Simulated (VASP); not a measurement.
# PrMgH in VASP: notebook

Runs on PrMgH. Level: PBE. Tasks: single point, relaxation of shape and atoms at fixed volume.

Everything below comes from runs of VASP 6.6.1. Logs are shortened: lines on timing, memory, paths and dates and some standing lists are left out, and cuts for length are marked.

### 1 The cell of the first run

It takes space group P4/mmm (No. 123, tetragonal). Conventional cell: a = 3.527 Å, b = 3.527 Å, c = 4.386 Å, α = 90.00°, β = 90.00°, γ = 90.00°. Within 3.6 Å of Pr (site symmetry 4/mmm) lie 4 H at 2.49 Å and 8 Mg at 3.32 Å and 4 Pr at 3.53 Å. Within 2.9 Å of Mg (site symmetry 4/mmm) lie 2 H at 2.19 Å. Within 2.9 Å of H (site symmetry 4/mmm) lie 2 Mg at 2.19 Å and 4 Pr at 2.49 Å.

### 2 Single point, PBE (18.19 Å³/atom)

Input file INCAR:

```
ALGO = Normal
EDIFF = 1E-6
ENCUT = 600
GGA = PE
GGA_COMPAT = False
ISIF = 2
ISMEAR = 0
LASPH = True
LCHARG = False
LMAXMIX = 6
LREAL = False
LWAVE = False
NBANDS = 14
NELM = 200
PREC = Accurate
SIGMA = 0.1
```

Input file KPOINTS:

```
k-points
0
Gamma
  12 12 10
```

Input file POSCAR:

```
PrMgH
1.0
    3.5272929680      0.0000000000      0.0000000000
    0.0000000000      3.5272929680      0.0000000000
    0.0000000000      0.0000000000      4.3855376628
Pr Mg H
1 1 1
Direct
    0.0000000000      0.0000000000      0.0000000000
    0.5000000000      0.5000000000      0.5000000000
    0.5000000000      0.5000000000      0.0000000000
```

Potentials or basis: VASP PAW PBE potentials, release 64 (Pr_3, Mg, H), 4f in core.

Started as:

```bash
> cat potpaw_PBE.64/Pr_3/POTCAR potpaw_PBE.64/Mg/POTCAR potpaw_PBE.64/H/POTCAR > POTCAR
> mpirun -np 1 vasp_std > vasp.out
```

OUTCAR:

```text
EDIFF = 1E-6
   ENCUT = 600
   GGA = PE
   ISIF = 2
   ISMEAR = 0
   LASPH = True
   LREAL = False
   NELM = 200
   PREC = Accurate

 ion  position               nearest neighbor table
   1  0.000  0.000  0.000-   2 3.32   2 3.32   2 3.32   2 3.32   2 3.32   2 3.32   2 3.32   2 3.32

   2  0.500  0.500  0.500-   3 2.19   3 2.19   1 3.32   1 3.32   1 3.32   1 3.32   1 3.32   1 3.32
                             1 3.32   1 3.32
   3  0.500  0.500  0.000-   2 2.19   2 2.19

  LATTYP: Found a simple tetragonal cell.
 ALAT       =     3.5272929680
 C/A-ratio  =     1.2433153987

  Lattice vectors:

 A1 = (   3.5272929680,   0.0000000000,   0.0000000000)
 A2 = (   0.0000000000,   3.5272929680,   0.0000000000)
 A3 = (   0.0000000000,   0.0000000000,   4.3855376628)

Analysis of symmetry for initial positions (statically):
=====================================================================
 Subroutine PRICEL returns:
 Original cell was already a primitive cell.

 Routine SETGRP: Setting up the symmetry group for a
 simple tetragonal supercell.

 Subroutine GETGRP returns: Found 16 space group operations
 (whereof 16 operations were pure point group operations)
 out of a pool of 16 trial point group operations.

The static configuration has the point symmetry D_4h.

Analysis of symmetry for dynamics (positions and initial velocities):
=====================================================================
 Subroutine PRICEL returns:
 Original cell was already a primitive cell.

 Routine SETGRP: Setting up the symmetry group for a
 simple tetragonal supercell.

 Subroutine GETGRP returns: Found 16 space group operations
 (whereof 16 operations were pure point group operations)
 out of a pool of 16 trial point group operations.

The dynamic configuration has the point symmetry D_4h.

 Subroutine INISYM returns: Found 16 space group operations
 (whereof 16 operations are pure point group operations),
 and found     1 'primitive' translations

----------------------------------------------------------------------------------------

                                     Primitive cell

  volume of cell :      54.5640

  direct lattice vectors                    reciprocal lattice vectors
     3.527292968  0.000000000  0.000000000     0.283503528  0.000000000  0.000000000
     0.000000000  3.527292968  0.000000000     0.000000000  0.283503528  0.000000000
     0.000000000  0.000000000  4.385537663     0.000000000  0.000000000  0.228022212

  length of vectors
     3.527292968  3.527292968  4.385537663     0.283503528  0.283503528  0.228022212

  position of ions in fractional coordinates (direct lattice)
     0.000000000  0.000000000  0.000000000
     0.500000000  0.500000000  0.500000000
     0.500000000  0.500000000  0.000000000

  ion indices of the primitive-cell ions
   primitive index   ion index
                 1           1
                 2           2
                 3           3

----------------------------------------------------------------------------------------

 KPOINTS: k-points

Automatic generation of k-mesh.
 Grid dimensions read from file:
 generate k-points for:   12   12   10

 Generating k-lattice:

  Cartesian coordinates                     Fractional coordinates (reciprocal lattice)
     0.023625294  0.000000000  0.000000000     0.083333333  0.000000000  0.000000000
     0.000000000  0.023625294  0.000000000     0.000000000  0.083333333  0.000000000
     0.000000000  0.000000000  0.022802221     0.000000000  0.000000000  0.100000000

  Length of vectors
     0.023625294  0.023625294  0.022802221

  Shift w.r.t. Gamma in fractional coordinates (k-lattice)
     0.000000000  0.000000000  0.000000000

 Subroutine IBZKPT returns following result:
 ===========================================

 Found    168 irreducible k-points:

 Following reciprocal coordinates:
            Coordinates               Weight
  0.000000  0.000000  0.000000      1.000000
  0.083333  0.000000  0.000000      4.000000
  0.166667  0.000000  0.000000      4.000000
  0.250000  0.000000  0.000000      4.000000
  0.333333  0.000000  0.000000      4.000000
  0.416667  0.000000  0.000000      4.000000
[... 16 lines left out ...]
  0.333333  0.333333  0.000000      4.000000
  0.416667  0.333333  0.000000      8.000000
 [... further k-points ...]
   k-points           NKPTS =    168   k-points in BZ     NKDIM =    168   number of bands    NBANDS=     14
   number of dos      NEDOS =    301   number of ions     NIONS =      3
   total plane-waves  NPLWV =  28224
   dimension x,y,z NGX =    28 NGY =   28 NGZ =   36
   dimension x,y,z NGXF=    56 NGYF=   56 NGZF=   72
   ions per type =               1   1   1
   NGX,Y,Z   is equivalent  to a cutoff of  13.20, 13.20, 13.65 a.u.
   NGXF,Y,Z  is equivalent  to a cutoff of  26.39, 26.39, 27.29 a.u.
 SYSTEM =  unknown system
   PREC   = accura    normal or accurate (medium, high low for compatibility)
   ISTART =      0    job   : 0-new  1-cont  2-samecut
   ICHARG =      2    charge: 1-file 2-atom 10-const
   ISPIN  =      1    spin polarized calculation?
   LNONCOLLINEAR =      F non collinear calculations
   LSORBIT =      F    spin-orbit coupling
   LASPH  =      T    aspherical Exc in radial PAW
   ENCUT  =  600.0 eV  44.10 Ry    6.64 a.u.   7.04  7.04  8.76*2*pi/ulx,y,z
   NELM   =    200;   NELMIN=  2; NELMDL= -5     # of ELM steps
   EDIFF  = 0.1E-05   stopping-criterion for ELM
   LREAL  =      F    real-space projection
   EDIFFG = 0.1E-04   stopping-criterion for IOM
   NSW    =      0    number of steps for IOM
   IBRION =     -1    ionic relax: 0-MD 1-quasi-New 2-CG
   NFREE  =      0    steps in history (QN), initial steepest desc. (CG)
   ISIF   =      2    stress and relaxation
   ISYM   =      2    0-nonsym 1-usesym 2-fastsym
   POTIM  = 0.5000    time-step for ionic-motion
   TEBEG  =    0.0;   TEEND  =   0.0 temperature during run
   PSTRESS=    0.0 pullay stress
   NELECT =      14.0000    total number of electrons
   NUPDOWN=      -1.0000    fix difference up-down
   EMIN   =  10.00;   EMAX   =-10.00  energy-range for DOS
   EFERMI =   0.00;   METHOD = LEGACY
   ISMEAR =     0;   SIGMA  =   0.10  broadening in eV -4-tet -1-fermi 0-gaus
   EFERMI_NEDOS =   21; number of points for ismear=-14 and -15
   IALGO  =     38    algorithm
   IMIX   =      4    mixing-type and parameters
     AMIX     =   0.40;   BMIX     =  1.00
     AMIX_MAG =   1.60;   BMIX_MAG =  1.00
  volume/ion in A,a.u.               =      18.19       122.74
  Fermi-wavevector in a.u.,A,eV,Ry     =   1.040277  1.965838 14.723893  1.082176
  Thomas-Fermi vector in A             =   2.174845
   LORBIT       =      0    0 simple, 1 ext, 2 COOP (PROOUT), +10 PAW based schemes
   GGA     = PE    functional components
   LHFCALC =     F    Hartree Fock is set to
   AEXX    =    0.0000 exact exchange contribution
   IVDW    =     0    specifies the selected vdW correction
   LEPSILON=     F    determine dielectric tensor
   LRPA    =     F    only Hartree local field effects (RPA)
 non-spin polarized calculation
 Gauss-broadening in eV      SIGMA  =   0.10
  energy-cutoff  :      600.00
  volume of cell :       54.56
 maximum number of plane-waves:      1844
   NGX = 15   NGY = 15   NGZ = 17

 number of electron      14.0000000 magnetization

 Free energy of the ion-electron system (eV)
  ---------------------------------------------------
  ext. energy  EPLUGINS =         0.00000000
  ---------------------------------------------------
  free energy    TOTEN  =       -10.39687671 eV

  energy without entropy =      -10.38848685  energy(sigma->0) =      -10.39268178

 E-fermi :   3.9437     XC(G=0):  -9.7236

 val. band max:        3.9341418888   @ k =   0.1667   0.1667   0.3000
 cond. band min:       3.9506595555   @ k =   0.5000   0.0833   0.4000
 fundamental gap:      0.0165176667
 Fermi energy:         3.9436937054

 k-point     1 :       0.0000    0.0000    0.0000
  band No.  band energies     occupation
      1     -32.3677      2.00000
      2     -14.3657      2.00000
      3     -13.9662      2.00000
      4     -13.9662      2.00000
      5      -3.3614      2.00000
      6       0.8909      2.00000
      7       2.9905      2.00000
      8       6.1689      0.00000
      9       7.4454      0.00000
     10       7.4454      0.00000
     11       8.7750      0.00000
     12       9.8192      0.00000
     13       9.9539      0.00000
     14       9.9539      0.00000

 k-point     2 :       0.0833    0.0000    0.0000
  band No.  band energies     occupation
      1     -32.3618      2.00000
      2     -14.3578      2.00000
      3     -14.0458      2.00000
      4     -13.9595      2.00000
      5      -3.2289      2.00000
      6       0.9630      2.00000
      7       3.0842      2.00000
      8       5.7100      0.00000
      9       7.4846      0.00000
     10       7.8580      0.00000
     11       8.2122      0.00000
     12       9.2344      0.00000
     13       9.6479      0.00000
     14      10.4477      0.00000

 k-point     3 :       0.1667    0.0000    0.0000
  band No.  band energies     occupation
      1     -32.3458      2.00000
      2     -14.3361      2.00000
      3     -14.2557      2.00000
      4     -13.9410      2.00000
      5      -2.8602      2.00000
      6       1.1671      2.00000
      7       3.2792      2.00000
      8       4.9471      0.00000
      9       7.3421      0.00000
     10       7.5956      0.00000
     11       8.4430      0.00000
     12       8.5182      0.00000
     13       8.7325      0.00000
     14      11.1599      0.00000
[... 324 lines left out ...]
 k-point    23 :       0.3333    0.3333    0.0000
  band No.  band energies     occupation
      1     -32.2384      2.00000
      2     -14.6535      2.00000
      3     -14.5926      2.00000
      4     -14.1911      2.00000
      5      -2.0589      2.00000
      6       2.2792      2.00000
      7       4.2431      0.00002
      8       4.7806      0.00000
      9       5.0789      0.00000
     10       5.6954      0.00000
     11       7.8528      0.00000
     12       8.8026      0.00000
     13      10.2293      0.00000
     14      11.3895      0.00000

 k-point    24 :       0.4167    0.3333    0.0000
  band No.  band energies     occupation
      1     -32.2228      2.00000
      2     -14.7874      2.00000
      3     -14.5818      2.00000
      4     -14.1701      2.00000
      5      -2.2208      2.00000
      6       2.7228      2.00000
      7       4.1640      0.00184
      8       4.7346      0.00000
      9       5.0341      0.00000
     10       5.6038      0.00000
     11       8.3884      0.00000
     12       9.2708      0.00000
     13       9.5699      0.00000
     14      11.2608      0.00000

 [... further k-points ...]

------------------------ aborting loop because EDIFF is reached ----------------------------------------

  FORCE on cell =-STRESS in cart. coord.  units (eV):
  Direction    XX          YY          ZZ          XY          YZ          ZX
  --------------------------------------------------------------------------------------
  -------------------------------------------------------------------------------------
  Total        1.2360279      1.2360279      1.2324335      0.0000000      0.0000000     -0.0000000
  in kB       36.2938432     36.2938432     36.1882992      0.0000000      0.0000000     -0.0000000
  external PRESSURE =      36.2586618 kB  Pullay stress =       0.0000000 kB

 VOLUME and BASIS-vectors are now :
 -----------------------------------------------------------------------------
  energy-cutoff  :      600.00
  volume of cell :       54.56
      direct lattice vectors                 reciprocal lattice vectors
     3.527292968  0.000000000  0.000000000     0.283503528  0.000000000  0.000000000
     0.000000000  3.527292968  0.000000000     0.000000000  0.283503528  0.000000000
     0.000000000  0.000000000  4.385537663     0.000000000  0.000000000  0.228022212

 POSITION                                       TOTAL-FORCE (eV/Angst)
 -----------------------------------------------------------------------------------
      0.00000      0.00000      0.00000         0.000000      0.000000      0.000000
      1.76365      1.76365      2.19277         0.000000      0.000000      0.000000
      1.76365      1.76365      0.00000         0.000000      0.000000      0.000000
 -----------------------------------------------------------------------------------
    total drift:                               -0.000000     -0.000000     -0.000000

  FREE ENERGIE OF THE ION-ELECTRON SYSTEM (eV)
  ---------------------------------------------------
  free  energy   TOTEN  =       -10.3968767139 eV

  energy  without entropy=      -10.3884868528  energy(sigma->0) =      -10.39268178
```

Wall time 38 s (1 thread of Intel Xeon 6975P-C (Granite Rapids), shared host); peak memory 0.32 GiB.

What came out:

```yaml
Free_energy: -10.3969 eV
Pressure: 3.6 GPa
Band_gap_on_the_k_mesh: zero (bands 7 and 8 overlap by 1.11 eV)
```

Caveat: the cell stands under pressure; spin-orbit coupling is left out, which moves the levels of the heavy elements; the 4f electrons are frozen in the core, so they carry no moment and show no levels. Spin polarisation is off, so any magnetic state and its effect on volume and gap are missing.

### 3 Single point, PBE (18.77 Å³/atom)

This run uses another cell than the first one, of 18.77 Å³/atom.

Input file INCAR:

```
PREC = Accurate ; ENCUT = 600
EDIFF = 1E-6 ; ISMEAR = 0
SIGMA = 0.1 ; LREAL = F
LASPH = T ; NELM = 200
ALGO = Normal ; ISIF = 2
LWAVE = F ; LCHARG = F
GGA = PE ; NBANDS = 14
GGA_COMPAT = F ; LMAXMIX = 6
```

Input file KPOINTS:

```
Automatic mesh
0
Gamma
  12 12 10
```

Input file POSCAR:

```
PrMgH
1.0
    3.5600699261      0.0000000000      0.0000000000
    0.0000000000      3.5600699261      0.0000000000
    0.0000000000      0.0000000000      4.4425541911
Pr Mg H
1 1 1
Direct
    0.0000000000      0.0000000000      0.0000000000
    0.5000000000      0.5000000000      0.5000000000
    0.5000000000      0.5000000000      0.0000000000
```

Potentials or basis: VASP PAW PBE potentials, release 64 (Pr_3, Mg, H), 4f in core.

Started as:

```bash
> cat potpaw_PBE.64/Pr_3/POTCAR potpaw_PBE.64/Mg/POTCAR potpaw_PBE.64/H/POTCAR > POTCAR
> mpirun -np 1 vasp_std > vasp.out
```

It took 39 s on 1 thread of Intel Xeon 6975P-C (Granite Rapids), shared host; peak memory 0.33 GiB.

Results (log left out):

| Quantity | Value |
| --- | --- |
| Free energy | -10.4262 eV |
| Pressure | 1.8 GPa |
| Band gap on the k mesh | zero (bands 7 and 8 overlap by 1.09 eV) |

Levels at points of the mesh, in eV from the Fermi level:
```
           k point  band 5  band 6  band 7  band 8  band 9  band 10
(0.00, 0.00, 0.00)   -7.20   -2.98   -0.90    2.10    3.41     3.41
(0.50, 0.00, 0.00)   -4.74   -2.63   -0.72   -0.12    0.76     1.49
(0.50, 0.50, 0.00)   -6.48    0.19    0.61    0.61    0.89     0.89
(0.00, 0.00, 0.50)   -6.45   -3.32   -0.59    2.19    2.19     2.66
(0.50, 0.00, 0.50)   -4.18   -3.46   -0.96   -0.09    1.70     3.09
(0.50, 0.50, 0.50)   -6.19   -1.62   -1.62    0.97    3.86     4.33
```

Caveat: spin-orbit coupling is left out, which moves the levels of the heavy elements; the 4f electrons are frozen in the core, so they carry no moment and show no levels.

### 4 Single point, PBE

This run uses another cell than the first one: it holds 6 atoms, not 3.

Input file INCAR:

```
ALGO = Normal
EDIFF = 1E-6
ENCUT = 600
GGA = PE
GGA_COMPAT = False
ISIF = 2
ISMEAR = 0
LASPH = True
LCHARG = False
LMAXMIX = 6
LREAL = False
LWAVE = False
NBANDS = 23
NELM = 200
PREC = Accurate
SIGMA = 0.2
```

Input file KPOINTS:

```
k-points
0
Gamma
  6 6 4
```

Input file POSCAR:

```
PrMgH
1.0
    3.5811869064     -0.0002482964     -0.0003145656
   -0.0002826812      3.5774285265     -0.0002763415
   -0.0012036256     -0.0022244946      9.0664950612
Pr Mg H
2 2 2
Direct
   -0.0000690728      0.0000210651     -0.0001874670
   -0.0000236745     -0.0000980769      0.4999228299
    0.5003468329      0.5001787058      0.2498341049
    0.4998265060      0.4999956893      0.7498416219
    0.5000653137      0.4998813025      0.5005568720
    0.4998540947      0.5000213143      1.0000320383
```

Started as:

```bash
> cat potpaw_PBE.64/Pr_3/POTCAR potpaw_PBE.64/Mg/POTCAR potpaw_PBE.64/H/POTCAR > POTCAR
> mpirun -np 1 vasp_std > vasp.out
```

It took 1.8 min on 1 thread of Intel Xeon 6975P-C (Granite Rapids), shared host; peak memory 0.41 GiB.

It converged, with:

```
Free energy            : -20.8980 eV
Pressure               : 0.2 GPa
Largest force          : 0.006 eV/Å
Band gap on the k mesh : zero (bands 14 and 15 overlap by 0.89 eV)
```

Forces on the atoms (eV/Å):
```
Pr   0.001  0.000  0.002
Pr   0.001  0.001  0.001
Mg  -0.004 -0.002  0.002
Mg   0.001  0.000  0.002
H    0.000  0.001 -0.006
H    0.001  0.000 -0.001
```

Levels at points of the mesh, in eV from the Fermi level:
| k point | band 12 | band 13 | band 14 | band 15 | band 16 | band 17 |
| --- | --- | --- | --- | --- | --- | --- |
| (0.00, 0.00, 0.00) | -2.97 | -0.86 | -0.59 | 1.89 | 2.19 | 2.21 |
| (0.50, 0.00, 0.00) | -2.59 | -0.97 | -0.77 | -0.17 | -0.12 | 0.66 |
| (0.00, 0.50, 0.00) | -2.59 | -0.97 | -0.77 | -0.17 | -0.12 | 0.66 |
| (0.50, 0.50, 0.00) | -1.54 | 0.23 | 0.56 | 0.56 | 0.85 | 0.86 |
| (0.00, 0.00, 0.50) | -3.10 | -0.73 | -0.73 | 1.87 | 1.88 | 2.63 |
| (0.50, 0.00, 0.50) | -2.38 | -1.96 | -1.96 | -0.04 | -0.04 | 1.60 |
| (0.00, 0.50, 0.50) | -2.38 | -1.96 | -1.95 | -0.03 | -0.03 | 1.58 |
| (0.50, 0.50, 0.50) | -0.95 | -0.95 | -0.95 | 1.21 | 1.21 | 1.84 |

Caveat: spin-orbit coupling is left out, which moves the levels of the heavy elements; the 4f electrons are frozen in the core, so they carry no moment and show no levels. Spin polarisation is off, so any magnetic state and its effect on volume and gap are missing.

(Part 1 of 2 ends here.)

The gap in the log of VASP goes by the Fermi energy; the results here count the filled bands.